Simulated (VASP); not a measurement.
Set up this calculation in VASP 6.6.1, as the native input.

* Task: single point
* Functional: LDA
* Potentials or basis: VASP PAW LDA potentials, release 64 (Pt, Pb_d)
* Cutoff: 520 eV
* k mesh: 9 × 9 × 9
* Occupations: fermi-dirac, width 0.03 eV
* Spin: no spin polarisation
* Dipole correction: no
* Further INCAR settings: ALGO = Normal; EDIFF = 1e-07; NBANDS = 30

The structure of Pt3Pb lies in POSCAR:

```
Pt3Pb
1.0
    4.0714818266      0.0000000000      0.0000000000
    0.0000000000      4.0714818266      0.0000000000
    0.0000000000      0.0000000000      4.0714818266
Pt Pb
3 1
Direct
    0.0000000000      0.5000000000      0.5000000000
    0.5000000000      0.0000000000      0.5000000000
    0.5000000000      0.5000000000      0.0000000000
    0.0000000000      0.0000000000      0.0000000000
```

This cell differs from its parent crystal: volume scaled by 1.01.

One way to write it, as run:

INCAR

```
  PREC = Accurate
  ENCUT = 520
  EDIFF = 1E-7
  ISMEAR = -1
  SIGMA = 0.03
  LREAL = F
  LASPH = T
  NELM = 100
  ALGO = Normal
  ISIF = 2
  LWAVE = F
  LCHARG = F
  NBANDS = 30
```

KPOINTS

```
regular mesh
0
Gamma
  9 9 9
```

Potentials or basis: VASP PAW LDA potentials, release 64 (Pt, Pb_d).

Run with:

```sh
$ cat potpaw_LDA.64/Pt/POTCAR potpaw_LDA.64/Pb_d/POTCAR > POTCAR
$ mpirun -np 1 vasp_std > vasp.out
```

It gave:

```
Pressure               : -4.3 GPa
Band gap on the k mesh : zero (band 22 reaches 11.10 eV, above the bottom of band 23 at 10.74 eV)
```

Caveat: spin-orbit coupling is left out, which moves the levels of the heavy elements.

It took 48 s on 1 thread of Intel Xeon 6975P-C, on a shared host, peak memory 0.19 GiB.
